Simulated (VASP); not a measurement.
Zr, 1 atom in the cell. The structure is cubic, space group Fm-3m (No. 225). Conventional cell: a = 4.472 Å, b = 4.472 Å, c = 4.472 Å, α = 90.00°, β = 90.00°, γ = 90.00°. Within 4.2 Å of Zr (site symmetry m-3m) lie 12 Zr at 3.16 Å.  This cell differs from its parent crystal: strained.

```yaml
Program: VASP 6.6.1
Task: single point
Functional: PBE
Potentials_or_basis: VASP PAW PBE potentials, release 64 (Zr_sv)
Cutoff: 520 eV
k_mesh: 16 × 16 × 16
Occupations: gaussian, width 0.1 eV
Spin: no spin polarisation
Dipole_correction: no
Further_INCAR_settings: ALGO = Normal; EDIFF = 1e-06; NBANDS = 12
```

Potentials or basis: VASP PAW PBE potentials, release 64 (Zr_sv).

The run is started by

```sh
$ cat potpaw_PBE.64/Zr_sv/POTCAR > POTCAR
$ mpirun -np 1 vasp_std > vasp.out
```

Hardware: 1 thread of Intel Xeon 6975P-C, with other jobs on the host.

Question: Estimate the wall time of this run.

Answer: Wall time 14 s on 1 thread of Intel Xeon 6975P-C, on a shared host, peak memory 0.16 GiB. Counts: scf iterations 12, k points 145.
